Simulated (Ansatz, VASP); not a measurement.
**Sc2Cd: VASP beside Ansatz**

```xyz
3
Lattice="0.0000 3.4219 3.4219 3.4219 0.0000 3.4219 3.4219 3.4219 0.0000" Properties=species:S:1:pos:R:3 pbc="T T T"
Sc    1.7109    1.7109    1.7109
Sc    5.1328    5.1328    5.1328
Cd    0.0000    0.0000    0.0000
```

Alike in both runs: functional PBE; k mesh 6 × 6 × 6; occupations gaussian, width 0.1 eV; no spin polarisation.

Ansatz relaxed the structure, and its values are those at the end. VASP's run is a single point on that final structure, the one shown.

|  | VASP | Ansatz |
| --- | --- | --- |
| version | VASP 6.6.1 | Ansatz 0.2.0 |
| potentials or method | VASP PAW PBE potentials, release 64 (Sc_sv, Cd), cutoff 520 eV | scalar-relativistic, plane waves, PAW |
| valence electrons in the cell | 34 | 42 |

|  | VASP | Ansatz | Ansatz less VASP |
| --- | --- | --- | --- |
| gap on the k mesh at the Fermi level (eV) | none | none | - |
| pressure (GPa) | 0.1 | 0.0 | -0.07 |

A gap of «none» marks a metal or a gap that the smearing closes. VASP's potentials hold 34 valence electrons a cell and Ansatz's 42, so a difference there can come from the potentials and not from the codes.
